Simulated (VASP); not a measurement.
# NaAsF6 (R-3) in VASP: single point with LDA

Aim: the single point of NaAsF6 with LDA.

Program: VASP 6.6.1. These are calculated values, not measurements. Logs are shortened: lines on timing, memory, paths and dates and some standing lists are left out, and cuts for length are marked.

### 1 The cell of the first run

Symmetry: R-3, No. 148, trigonal system. The conventional cell has a = 5.097 Å, b = 5.097 Å, c = 14.122 Å, α = 90.00°, β = 90.00°, γ = 120.00°. Na (site symmetry -3) has 6 F at 2.28 Å within 3.0 Å. As (site symmetry -3) has 6 F at 1.74 Å within 2.3 Å. F (site symmetry 1) has 1 As at 1.74 Å and 1 Na at 2.28 Å within 2.3 Å.

### 2 Single point, LDA

INCAR

```
SYSTEM = NaAsF6
PREC     = Accurate       ! precision mode
ENCUT    = 1350           ! plane-wave cutoff, eV
EDIFF    = 1E-6           ! SCF threshold, eV
ISMEAR   = 0              ! smearing method
SIGMA    = 0.01           ! smearing width, eV
LREAL    = .False.        ! projectors in reciprocal space
LASPH    = .True.         ! aspherical terms in the spheres
NELM     = 120            ! most SCF steps
ALGO     = Normal         ! electronic algorithm
ISIF     = 2              ! what is computed and relaxed
LWAVE    = .False.        ! write WAVECAR
LCHARG   = .False.        ! write CHGCAR
GGA      = CA             ! functional
NBANDS   = 43             ! bands
GGA_COMPAT= .False.
```

KPOINTS

```
regular mesh
0
Gamma
  5 5 5
  0 0 0
```

POSCAR

```
NaAsF6
1.0
    2.5483170300      1.4712715200      4.7072945700
   -2.5483170300      1.4712715200      4.7072945700
    0.0000000000     -2.9425430400      4.7072945700
Na As F
1 1 6
Direct
    0.4999999996      0.4999999996      0.4999999996
    0.0000000000      0.0000000000      0.0000000000
    0.3481305100      0.0760717387      0.7900122804
    0.7900122794      0.3481305093      0.0760717405
    0.0760717406      0.7900122781      0.3481305105
    0.6518694893      0.9239282606      0.2099877189
    0.2099877199      0.6518694900      0.9239282588
    0.9239282587      0.2099877212      0.6518694888
```

Potentials or basis: VASP PAW LDA potentials, release 64 (Na_sv, As_d, F_h).

The run is started by

```bash
> cat potpaw_LDA.64/Na_sv/POTCAR potpaw_LDA.64/As_d/POTCAR potpaw_LDA.64/F_h/POTCAR > POTCAR
> mpirun -np 1 vasp_std > vasp.out
```

OUTCAR:

```text
SYSTEM = NaAsF6
   PREC = Accurate
   ENCUT = 1350
   EDIFF = 1E-6
   ISMEAR = 0
   LREAL = .False.
   LASPH = .True.
   NELM = 120
   ISIF = 2
   GGA = CA

 ion  position               nearest neighbor table
   1  0.500  0.500  0.500-
   2  0.000  0.000  0.000-   3 1.74   4 1.74   6 1.74   5 1.74   7 1.74   8 1.74
   3  0.348  0.076  0.790-   2 1.74
   4  0.790  0.348  0.076-   2 1.74
   5  0.076  0.790  0.348-   2 1.74
   6  0.652  0.924  0.210-   2 1.74
   7  0.210  0.652  0.924-   2 1.74
   8  0.924  0.210  0.652-   2 1.74

  LATTYP: Found a trigonal (rhomboedric) cell.
 ALAT       =     5.5513225217
 COS(alpha) =     0.5785520078

  Lattice vectors:

 A1 = (   2.5483170300,   1.4712715200,   4.7072945700)
 A2 = (  -2.5483170300,   1.4712715200,   4.7072945700)
 A3 = (   0.0000000000,  -2.9425430400,   4.7072945700)

Analysis of symmetry for initial positions (statically):
=====================================================================
 Subroutine PRICEL returns:
 Original cell was already a primitive cell.

 Routine SETGRP: Setting up the symmetry group for a
 trigonal (rhombohedral) supercell.

 Subroutine GETGRP returns: Found  6 space group operations
 (whereof  6 operations were pure point group operations)
 out of a pool of 12 trial point group operations.

The static configuration has the point symmetry S_6 .

Analysis of symmetry for dynamics (positions and initial velocities):
=====================================================================
 Subroutine PRICEL returns:
 Original cell was already a primitive cell.

 Routine SETGRP: Setting up the symmetry group for a
 trigonal (rhombohedral) supercell.

 Subroutine GETGRP returns: Found  6 space group operations
 (whereof  6 operations were pure point group operations)
 out of a pool of 12 trial point group operations.

The dynamic configuration has the point symmetry S_6 .

 Subroutine INISYM returns: Found  6 space group operations
 (whereof  6 operations are pure point group operations),
 and found     1 'primitive' translations

----------------------------------------------------------------------------------------

[... 103 lines left out ...]
   LREAL  =      F    real-space projection
   EDIFFG = 0.1E-04   stopping-criterion for IOM
   NSW    =      0    number of steps for IOM
   IBRION =     -1    ionic relax: 0-MD 1-quasi-New 2-CG
   NFREE  =      0    steps in history (QN), initial steepest desc. (CG)
   ISIF   =      2    stress and relaxation
   ISYM   =      2    0-nonsym 1-usesym 2-fastsym
   POTIM  = 0.5000    time-step for ionic-motion
   TEBEG  =    0.0;   TEEND  =   0.0 temperature during run
   PSTRESS=    0.0 pullay stress
   NELECT =      66.0000    total number of electrons
   NUPDOWN=      -1.0000    fix difference up-down
   EMIN   =  10.00;   EMAX   =-10.00  energy-range for DOS
   EFERMI =   0.00;   METHOD = LEGACY
   ISMEAR =     0;   SIGMA  =   0.01  broadening in eV -4-tet -1-fermi 0-gaus
   EFERMI_NEDOS =   21; number of points for ismear=-14 and -15
   IALGO  =     38    algorithm
   IMIX   =      4    mixing-type and parameters
     AMIX     =   0.40;   BMIX     =  1.00
     AMIX_MAG =   1.60;   BMIX_MAG =  1.00
  volume/ion in A,a.u.               =      13.24        89.33
  Fermi-wavevector in a.u.,A,eV,Ry     =   1.398406  2.642604 26.606715  1.955538
  Thomas-Fermi vector in A             =   2.521567
   LORBIT       =      0    0 simple, 1 ext, 2 COOP (PROOUT), +10 PAW based schemes
   GGA     = CA    functional components
   LHFCALC =     F    Hartree Fock is set to
   AEXX    =    0.0000 exact exchange contribution
   IVDW    =     0    specifies the selected vdW correction
   LEPSILON=     F    determine dielectric tensor
   LRPA    =     F    only Hartree local field effects (RPA)
 non-spin polarized calculation
 Gauss-broadening in eV      SIGMA  =   0.01
  energy-cutoff  :     1350.00
  volume of cell :      105.89
 maximum number of plane-waves:     11975
 NGX is ok and might be reduce to    70
   NGX = 33   NGY = 33   NGZ = 33

 number of electron      66.0000000 magnetization

 Free energy of the ion-electron system (eV)
  ---------------------------------------------------
  ext. energy  EPLUGINS =         0.00000000
  ---------------------------------------------------
  free energy    TOTEN  =       -39.90535654 eV

  energy without entropy =      -39.90535654  energy(sigma->0) =      -39.90535654

 E-fermi :  -2.9624     XC(G=0):  -9.6579

 val. band max:       -3.1052552783   @ k =  -0.4000   0.4000   0.0000
 cond. band min:       2.4185486753   @ k =   0.0000   0.0000   0.0000
 fundamental gap:      5.5238039536
 Fermi energy:        -2.9624434102

 k-point     1 :       0.0000    0.0000    0.0000
  band No.  band energies     occupation
      1     -48.8150      2.00000
      2     -37.8957      2.00000
      3     -37.8957      2.00000
      4     -37.7250      2.00000
      5     -37.7250      2.00000
      6     -37.7223      2.00000
[... 1047 lines left out ...]
     42      12.1494      0.00000
     43      12.8616      0.00000

------------------------ aborting loop because EDIFF is reached ----------------------------------------

  FORCE on cell =-STRESS in cart. coord.  units (eV):
  Direction    XX          YY          ZZ          XY          YZ          ZX
  --------------------------------------------------------------------------------------
  -------------------------------------------------------------------------------------
  Total       -1.1732931     -1.1732931     -1.2199772      0.0000000      0.0000000     -0.0000000
  in kB      -17.7520371    -17.7520370    -18.4583713      0.0000004      0.0000000     -0.0000000
  external PRESSURE =     -17.9874818 kB  Pullay stress =       0.0000000 kB

 VOLUME and BASIS-vectors are now :
 -----------------------------------------------------------------------------
  energy-cutoff  :     1350.00
  volume of cell :      105.89
      direct lattice vectors                 reciprocal lattice vectors
     2.548317030  1.471271520  4.707294570     0.196207926  0.113280699  0.070812083
    -2.548317030  1.471271520  4.707294570    -0.196207926  0.113280699  0.070812083
     0.000000000 -2.942543040  4.707294570     0.000000000 -0.226561399  0.070812083

 POSITION                                       TOTAL-FORCE (eV/Angst)
 -----------------------------------------------------------------------------------
      0.00000      0.00000      7.06094         0.000000      0.000000      0.000000
      0.00000      0.00000      0.00000         0.000000      0.000000      0.000000
      0.69329     -1.70053      5.71567        -0.027685      0.006212      0.003304
      1.12605      1.45067      5.71567         0.008463     -0.027082      0.003304
     -1.81935      0.24986      5.71567         0.019222      0.020870      0.003304
     -0.69329      1.70053      8.40622         0.027685     -0.006212     -0.003304
     -1.12605     -1.45067      8.40622        -0.008463      0.027082     -0.003304
      1.81935     -0.24986      8.40622        -0.019222     -0.020870     -0.003304
 -----------------------------------------------------------------------------------
    total drift:                                0.000000     -0.000000      0.000117

  FREE ENERGIE OF THE ION-ELECTRON SYSTEM (eV)
  ---------------------------------------------------
  free  energy   TOTEN  =       -39.9053565393 eV

  energy  without entropy=      -39.9053565393  energy(sigma->0) =      -39.90535654
```

Run time: 14 min. Hardware: 1 thread of AMD EPYC 9R14 (Zen 4), shared host; peak memory 0.67 GiB.

Results:

| Item | Value |
| --- | --- |
| Free energy | -39.9054 eV |
| Pressure | -1.8 GPa |
| Largest force | 0.029 eV/Å |
| Band gap on the k mesh | 5.52 eV (least direct gap 5.60 eV) |

Forces on the atoms (eV/Å):
```
Na   0.000  0.000  0.000
As   0.000  0.000  0.000
F   -0.028  0.006  0.003
F    0.008 -0.027  0.003
F    0.019  0.021  0.003
F    0.028 -0.006 -0.003
F   -0.008  0.027 -0.003
F   -0.019 -0.021 -0.003
```

Levels at points of the mesh, in eV from the valence-band top:
```csv
k point,band 30,band 31,band 32,band 33,band 34,band 35,band 36,band 37
"(0.00, 0.00, 0.00)",-0.48,-0.36,-0.07,-0.07,5.52,10.22,11.57,12.22
```

A k mesh can miss the band edges.
